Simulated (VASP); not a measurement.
Input of a VASP 6.6.1 run:

File INCAR:

```
SYSTEM = Rb
PREC = Accurate ; ENCUT = 520
EDIFF = 1E-6 ; ISMEAR = -1
SIGMA = 0.08 ; LREAL = .False.
LASPH = .True. ; NELM = 100
ALGO = Normal ; ISIF = 2
LWAVE = .False. ; LCHARG = .True.
GGA = PE ; LELF = .True.
LVHAR = .True. ; NBANDS = 10
```

Contents of KPOINTS:

```
regular mesh
0
Gamma
  10 10 10
  0 0 0
```

File POSCAR:

```
Rb
1.0
    0.0000000000      2.8359004032      2.8359004032
    2.8359004032      0.0000000000      2.8359004032
    2.8359004032      2.8359004032      0.0000000000
Rb
1
Direct
    0.0000000000      0.0000000000      0.0000000000
```

Potentials or basis: VASP PAW PBE potentials, release 64 (Rb_sv).

Launch:

```bash
$ cat potpaw_PBE.64/Rb_sv/POTCAR > POTCAR
$ mpirun -np 1 vasp_std > vasp.out
```

(1) What does it give for the pressure?

Results:

(1) 6.4 GPa.
